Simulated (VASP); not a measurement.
# KCl (Sylvite) (Fm-3m) in VASP: notebook

The runs below take KCl (Sylvite) through single point, with PBE.

Program: VASP 6.6.1. These are calculated values, not measurements. Logs are shortened: lines on timing, memory, paths and dates and some standing lists are left out, and cuts for length are marked.

## 1. The cell of the first run

Symmetry: Fm-3m, No. 225, cubic system. Conventional cell: a = 5.924 Å, b = 5.924 Å, c = 5.924 Å, α = 90.00°, β = 90.00°, γ = 90.00°. Within 3.9 Å of K (site symmetry m-3m) lie 6 Cl at 2.96 Å. Within 3.9 Å of Cl (site symmetry m-3m) lie 6 K at 2.96 Å.

## 2. Single point, PBE (volume scaled by 0.800)

Input file INCAR:

```
SYSTEM = KCl
PREC = Accurate
ENCUT = 520
EDIFF = 1E-7
ISMEAR = 0
SIGMA = 0.05
LREAL = .FALSE.
LASPH = .TRUE.
NELM = 100
ALGO = Normal
ISIF = 2
LWAVE = .FALSE.
LCHARG = .FALSE.
GGA = PE
NBANDS = 15
```

Input file KPOINTS:

```
Automatic mesh
0
G
  8 8 8
  0 0 0
```

Input file POSCAR:

```
KCl
1.0
    0.0000000000      2.9619294939      2.9619294939
    2.9619294939      0.0000000000      2.9619294939
    2.9619294939      2.9619294939      0.0000000000
K Cl
1 1
Direct
    0.0000000000      0.0000000000      0.0000000000
    0.5000000000      0.5000000000      0.5000000000
```

Potentials or basis: VASP PAW PBE potentials, release 64 (K_sv, Cl).

Run with:

```bash
cat potpaw_PBE.64/K_sv/POTCAR potpaw_PBE.64/Cl/POTCAR > POTCAR
mpirun -np 1 vasp_std > vasp.out
```

OUTCAR:

```text
SYSTEM = KCl
   PREC = Accurate
   ENCUT = 520
   EDIFF = 1E-7
   ISMEAR = 0
   LREAL = .FALSE.
   LASPH = .TRUE.
   NELM = 100
   ISIF = 2
   GGA = PE

 ion  position               nearest neighbor table
   1  0.000  0.000  0.000-   2 2.96   2 2.96   2 2.96   2 2.96   2 2.96   2 2.96
   2  0.500  0.500  0.500-   1 2.96   1 2.96   1 2.96   1 2.96   1 2.96   1 2.96

  LATTYP: Found a face centered cubic cell.
 ALAT       =     5.9238589878

  Lattice vectors:

 A1 = (   0.0000000000,   2.9619294939,   2.9619294939)
 A2 = (   2.9619294939,   0.0000000000,   2.9619294939)
 A3 = (   2.9619294939,   2.9619294939,   0.0000000000)

Analysis of symmetry for initial positions (statically):
=====================================================================
 Subroutine PRICEL returns:
 Original cell was already a primitive cell.

 Routine SETGRP: Setting up the symmetry group for a
 face centered cubic supercell.

 Subroutine GETGRP returns: Found 48 space group operations
 (whereof 48 operations were pure point group operations)
 out of a pool of 48 trial point group operations.

The static configuration has the point symmetry O_h .

Analysis of symmetry for dynamics (positions and initial velocities):
=====================================================================
 Subroutine PRICEL returns:
 Original cell was already a primitive cell.

 Routine SETGRP: Setting up the symmetry group for a
 face centered cubic supercell.

 Subroutine GETGRP returns: Found 48 space group operations
 (whereof 48 operations were pure point group operations)
 out of a pool of 48 trial point group operations.

The dynamic configuration has the point symmetry O_h .

 Subroutine INISYM returns: Found 48 space group operations
 (whereof 48 operations are pure point group operations),
 and found     1 'primitive' translations

----------------------------------------------------------------------------------------

                                     Primitive cell

  volume of cell :      51.9702

  direct lattice vectors                    reciprocal lattice vectors
     0.000000000  2.961929494  2.961929494    -0.168808880  0.168808880  0.168808880
     2.961929494  0.000000000  2.961929494     0.168808880 -0.168808880  0.168808880
     2.961929494  2.961929494  0.000000000     0.168808880  0.168808880 -0.168808880

  length of vectors
     4.188800861  4.188800861  4.188800861     0.292385557  0.292385557  0.292385557

  position of ions in fractional coordinates (direct lattice)
     0.000000000  0.000000000  0.000000000
[... 83 lines left out ...]
   NFREE  =      0    steps in history (QN), initial steepest desc. (CG)
   ISIF   =      2    stress and relaxation
   ISYM   =      2    0-nonsym 1-usesym 2-fastsym
   POTIM  = 0.5000    time-step for ionic-motion
   TEBEG  =    0.0;   TEEND  =   0.0 temperature during run
   PSTRESS=    0.0 pullay stress
   NELECT =      16.0000    total number of electrons
   NUPDOWN=      -1.0000    fix difference up-down
   EMIN   =  10.00;   EMAX   =-10.00  energy-range for DOS
   EFERMI =   0.00;   METHOD = LEGACY
   ISMEAR =     0;   SIGMA  =   0.05  broadening in eV -4-tet -1-fermi 0-gaus
   EFERMI_NEDOS =   21; number of points for ismear=-14 and -15
   IALGO  =     38    algorithm
   IMIX   =      4    mixing-type and parameters
     AMIX     =   0.40;   BMIX     =  1.00
     AMIX_MAG =   1.60;   BMIX_MAG =  1.00
  volume/ion in A,a.u.               =      25.99       175.36
  Fermi-wavevector in a.u.,A,eV,Ry     =   1.105427  2.088954 16.625899  1.221969
  Thomas-Fermi vector in A             =   2.241914
   LORBIT       =      0    0 simple, 1 ext, 2 COOP (PROOUT), +10 PAW based schemes
   GGA     = PE    functional components
   LHFCALC =     F    Hartree Fock is set to
   AEXX    =    0.0000 exact exchange contribution
   IVDW    =     0    specifies the selected vdW correction
   LEPSILON=     F    determine dielectric tensor
   LRPA    =     F    only Hartree local field effects (RPA)
 non-spin polarized calculation
 Gauss-broadening in eV      SIGMA  =   0.05
  energy-cutoff  :      520.00
  volume of cell :       51.97
 maximum number of plane-waves:      1424
   NGX = 15   NGY = 15   NGZ = 15

 number of electron      15.9999999 magnetization

 Free energy of the ion-electron system (eV)
  ---------------------------------------------------
  ext. energy  EPLUGINS =         0.00000000
  ---------------------------------------------------
  free energy    TOTEN  =        -6.59943688 eV

  energy without entropy =       -6.59943688  energy(sigma->0) =       -6.59943688

 E-fermi :  -0.6908     XC(G=0):  -8.3113

 val. band max:       -1.0069016489   @ k =   0.0000   0.0000   0.0000
 cond. band min:       4.8756461274   @ k =   0.0000   0.0000   0.0000
 fundamental gap:      5.8825477763
 Fermi energy:        -0.6907713190

 k-point     1 :       0.0000    0.0000    0.0000
  band No.  band energies     occupation
      1     -27.8162      2.00000
      2     -13.3672      2.00000
      3     -11.2764      2.00000
      4     -11.2764      2.00000
      5     -11.2764      2.00000
      6      -1.0069      2.00000
      7      -1.0069      2.00000
      8      -1.0069      2.00000
      9       4.8756      0.00000
     10       7.4017      0.00000
     11       7.4017      0.00000
     12       7.4017      0.00000
     13       8.3863      0.00000
     14       8.3863      0.00000
[... 401 lines left out ...]
      2     -13.5287      2.00000
      3     -11.3843      2.00000
      4     -11.3401      2.00000
      5     -11.0402      2.00000
      6      -2.1139      2.00000
      7      -1.5418      2.00000
      8      -1.4875      2.00000
      9       7.2360      0.00000
     10       7.7520      0.00000
     11       9.8723      0.00000
     12       9.9054      0.00000
     13      10.5905      0.00000
     14      11.5768      0.00000
     15      11.8246      0.00000

 [... further k-points ...]
[... 5 lines left out ...]
  --------------------------------------------------------------------------------------
  -------------------------------------------------------------------------------------
  Total        2.0537093      2.0537093      2.0537093      0.0000000     -0.0000000      0.0000000
  in kB       63.3133666     63.3133666     63.3133666      0.0000000     -0.0000000      0.0000000
  external PRESSURE =      63.3133666 kB  Pullay stress =       0.0000000 kB

 VOLUME and BASIS-vectors are now :
 -----------------------------------------------------------------------------
  energy-cutoff  :      520.00
  volume of cell :       51.97
      direct lattice vectors                 reciprocal lattice vectors
     0.000000000  2.961929494  2.961929494    -0.168808880  0.168808880  0.168808880
     2.961929494  0.000000000  2.961929494     0.168808880 -0.168808880  0.168808880
     2.961929494  2.961929494  0.000000000     0.168808880  0.168808880 -0.168808880

 POSITION                                       TOTAL-FORCE (eV/Angst)
 -----------------------------------------------------------------------------------
      0.00000      0.00000      0.00000         0.000000      0.000000      0.000000
      2.96193      2.96193      2.96193        -0.000000     -0.000000     -0.000000
 -----------------------------------------------------------------------------------
    total drift:                                0.000000     -0.000000     -0.000000

  FREE ENERGIE OF THE ION-ELECTRON SYSTEM (eV)
  ---------------------------------------------------
  free  energy   TOTEN  =        -6.5994368826 eV

  energy  without entropy=       -6.5994368826  energy(sigma->0) =       -6.59943688
```

Wall time 42 s (1 thread of AMD EPYC 7R13, shared host); peak memory 0.15 GiB.

What came out:

```
Free energy            : -6.5994 eV
Pressure               : 6.3 GPa
Band gap on the k mesh : 5.88 eV, direct
```

Levels at points of the mesh, in eV from the valence-band top:
| k point | band 6 | band 7 | band 8 | band 9 | band 10 | band 11 |
| --- | --- | --- | --- | --- | --- | --- |
| (0.00, 0.00, 0.00) | 0.00 | 0.00 | 0.00 | 5.88 | 8.41 | 8.41 |
| (0.50, 0.00, 0.00) | -1.41 | -0.50 | -0.50 | 8.11 | 9.30 | 11.11 |
| (0.50, 0.50, 0.00) | -0.76 | -0.25 | -0.25 | 6.30 | 9.22 | 10.54 |

 A k mesh can miss the band edges.

## 3. Single point, PBE (volume scaled by 0.840)

Input file INCAR:

```
PREC = Accurate
ENCUT = 520
EDIFF = 1E-6
ISMEAR = 0
SIGMA = 0.05
LREAL = False
LASPH = True
NELM = 60
ALGO = Normal
ISIF = 2
LWAVE = False
LCHARG = False
GGA = PE
NBANDS = 15
```

Input file KPOINTS:

```
regular mesh
0
Gamma
  8 8 8
```

Input file POSCAR:

```
KCl
1.0
    0.0000000000      3.0104943467      3.0104943467
    3.0104943467      0.0000000000      3.0104943467
    3.0104943467      3.0104943467      0.0000000000
K Cl
1 1
Direct
    0.0000000000      0.0000000000      0.0000000000
    0.5000000000      0.5000000000      0.5000000000
```

Potentials or basis: VASP PAW PBE potentials, release 64 (K_sv, Cl).

Run with:

```bash
cat potpaw_PBE.64/K_sv/POTCAR potpaw_PBE.64/Cl/POTCAR > POTCAR
mpirun -np 1 vasp_std > vasp.out
```

Wall time 38 s (1 thread of AMD EPYC 7R13, shared host); peak memory 0.15 GiB.

Results (log left out):

* Free energy: -6.6867 eV
* Pressure: 4.4 GPa
* Band gap on the k mesh: 5.68 eV, direct

Levels at points of the mesh, in eV from the valence-band top:
| k point | band 6 | band 7 | band 8 | band 9 | band 10 | band 11 |
| --- | --- | --- | --- | --- | --- | --- |
| (0.00, 0.00, 0.00) | 0.00 | 0.00 | 0.00 | 5.68 | 8.42 | 8.42 |
| (0.50, 0.00, 0.00) | -1.31 | -0.45 | -0.45 | 7.98 | 9.12 | 10.96 |
| (0.50, 0.50, 0.00) | -0.74 | -0.25 | -0.25 | 6.38 | 8.98 | 10.47 |

 A k mesh can miss the band edges.

## 4. Single point, PBE (volume scaled by 0.880)

Input file INCAR:

```
SYSTEM = KCl
PREC = Accurate ; ENCUT = 520
EDIFF = 1E-6 ; ISMEAR = 0
SIGMA = 0.05 ; LREAL = .False.
LASPH = .True. ; NELM = 80
ALGO = Normal ; ISIF = 2
LWAVE = .False. ; LCHARG = .False.
GGA = PE ; NBANDS = 15
```

Input file KPOINTS:

```
regular mesh
0
Gamma
  8 8 8
  0 0 0
```

Input file POSCAR:

```
KCl
1.0
    0.0000000000      3.0575409199      3.0575409199
    3.0575409199      0.0000000000      3.0575409199
    3.0575409199      3.0575409199      0.0000000000
K Cl
1 1
Direct
    0.0000000000      0.0000000000      0.0000000000
    0.5000000000      0.5000000000      0.5000000000
```

Run with:

```bash
cat potpaw_PBE.64/K_sv/POTCAR potpaw_PBE.64/Cl/POTCAR > POTCAR
mpirun -np 1 vasp_std > vasp.out
```

Wall time 33 s (1 thread of AMD EPYC 7R13, shared host); peak memory 0.15 GiB.

It converged, with:

```
Free energy            : -6.7462 eV
Pressure               : 2.9 GPa
Band gap on the k mesh : 5.50 eV, direct
```

Levels at points of the mesh, in eV from the valence-band top:
| k point | band 5 | band 6 | band 7 | band 8 | band 9 | band 10 | band 11 | band 12 |
| --- | --- | --- | --- | --- | --- | --- | --- | --- |
| (0.00, 0.00, 0.00) | -10.46 | 0.00 | 0.00 | 0.00 | 5.50 | 8.41 | 8.41 | 8.41 |
| (0.50, 0.00, 0.00) | -10.16 | -1.21 | -0.40 | -0.40 | 7.84 | 8.94 | 10.81 | 10.81 |
| (0.50, 0.50, 0.00) | -10.54 | -0.71 | -0.24 | -0.24 | 6.45 | 8.75 | 10.40 | 10.60 |

## 5. Single point, PBE (volume scaled by 0.920)

Input file INCAR:

```
PREC = Accurate ; ENCUT = 520
EDIFF = 1E-6 ; ISMEAR = 0
SIGMA = 0.05 ; LREAL = F
LASPH = T ; NELM = 80
ALGO = Normal ; ISIF = 2
LWAVE = F ; LCHARG = F
GGA = PE ; NBANDS = 15
```

Input file KPOINTS:

```
regular mesh
0
Gamma
  8 8 8
```

Input file POSCAR:

```
KCl
1.0
    0.0000000000      3.1031825879      3.1031825879
    3.1031825879      0.0000000000      3.1031825879
    3.1031825879      3.1031825879      0.0000000000
K Cl
1 1
Direct
    0.0000000000      0.0000000000      0.0000000000
    0.5000000000      0.5000000000      0.5000000000
```

Run with:

```bash
cat potpaw_PBE.64/K_sv/POTCAR potpaw_PBE.64/Cl/POTCAR > POTCAR
mpirun -np 1 vasp_std > vasp.out
```

Wall time 56 s (1 thread of AMD EPYC 7R13, shared host); peak memory 0.18 GiB.

Results (log left out):

```
Free energy            : -6.7838 eV
Pressure               : 1.7 GPa
Band gap on the k mesh : 5.33 eV, direct
```

Levels at points of the mesh, in eV from the valence-band top:
| k point | band 5 | band 6 | band 7 | band 8 | band 9 | band 10 | band 11 | band 12 |
| --- | --- | --- | --- | --- | --- | --- | --- | --- |
| (0.00, 0.00, 0.00) | -10.56 | 0.00 | 0.00 | 0.00 | 5.33 | 8.40 | 8.40 | 8.40 |
| (0.50, 0.00, 0.00) | -10.29 | -1.13 | -0.36 | -0.36 | 7.71 | 8.77 | 10.67 | 10.67 |
| (0.50, 0.50, 0.00) | -10.63 | -0.68 | -0.23 | -0.23 | 6.50 | 8.54 | 10.32 | 10.32 |

 A k mesh can miss the band edges.

## 6. The runs side by side

| cell | gap on the mesh (eV) | pressure (GPa) |
| --- | --- | --- |
| a = 4.189 Å, angles 60.0°, 2 atoms | 5.88 | 6.3 |
| a = 4.257 Å, angles 60.0°, 2 atoms | 5.68 | 4.4 |
| a = 4.324 Å, angles 60.0°, 2 atoms | 5.50 | 2.9 |
| a = 4.389 Å, angles 60.0°, 2 atoms | 5.33 | 1.7 |

Alike in all rows: task single point; level PBE; potentials or basis VASP PAW PBE potentials, release 64 (K_sv, Cl); no spin polarisation; k mesh 8 × 8 × 8; cutoff (eV) 520; smearing gaussian 0.05 eV.

Absolute energies hang on the potentials; compare differences alone.
